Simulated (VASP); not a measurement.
## In: single point with PBEsol

Crystal: In.

```
In
1.0
     3.33237    0.00000    0.00000
    -1.66619    2.88592    0.00000
     0.00000    0.00000    5.25336
In
2
Direct
  0.33333 0.66667 0.25000
  0.66667 0.33333 0.75000
```

```json
{
  "Program": "VASP 6.6.1",
  "Task": "single point",
  "Functional": "PBEsol",
  "Potentials or basis": "VASP PAW PBE potentials, release 64 (In_d)",
  "Cutoff": "520 eV",
  "k mesh": "13 × 13 × 7",
  "Occupations": "fermi-dirac, width 0.08 eV",
  "Spin": "no spin polarisation"
}
```

* Pressure: 0.8 GPa
* Band gap on the k mesh: zero (band 13 reaches 10.90 eV, above the bottom of band 14 at 5.53 eV)

Levels at points of the mesh, in eV from the Fermi level:
| k point | band 10 | band 11 | band 12 | band 13 | band 14 | band 15 | band 16 | band 17 |
| --- | --- | --- | --- | --- | --- | --- | --- | --- |
| (0.00, 0.00, 0.00) | -14.26 | -9.84 | -3.98 | -3.44 | 8.07 | 8.07 | 10.06 | 10.06 |

Wall time 110 s on 1 thread of Intel(R) Xeon(R) Platinum 8259CL CPU @ 2.50GHz (Skylake/Cascade Lake) (shared host), peak memory 0.22 GiB.

Caveat: the PAW data sets were made with another functional, which shifts forces and pressure a little; spin-orbit coupling is left out, which moves the levels of the heavy elements.
